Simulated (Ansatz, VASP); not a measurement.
# Two plane-wave programs on GaN

```
Ga N
1.0
     0.00000    2.25350    2.25350
     2.25350    0.00000    2.25350
     2.25350    2.25350    0.00000
Ga N
1 1
Direct
  0.00000 0.00000 0.00000
  0.75000 0.75000 0.75000
```

Alike in both runs: task single point; functional PBE; k mesh 14 × 14 × 14; occupations gaussian, width 0.02 eV; no spin polarisation.

|  | VASP | Ansatz |
| --- | --- | --- |
| version | VASP 6.6.1 | Ansatz 0.2.0 |
| potentials or method | VASP PAW PBE potentials, release 64 (Ga_d, N), cutoff 600 eV | scalar-relativistic, plane waves, PAW |
| valence electrons in the cell | 18 | 18 |

|  | VASP | Ansatz | Ansatz less VASP |
| --- | --- | --- | --- |
| gap on the k mesh at the Fermi level (eV) | 1.72 | 1.72 | -0.008 |
| least direct gap on the mesh (eV) | 1.72 | 1.72 | -0.008 |
| pressure (GPa) | 4.9 | 5.0 | +0.08 |

The functional is the same, so the differences come from potentials, cutoffs and numerics.
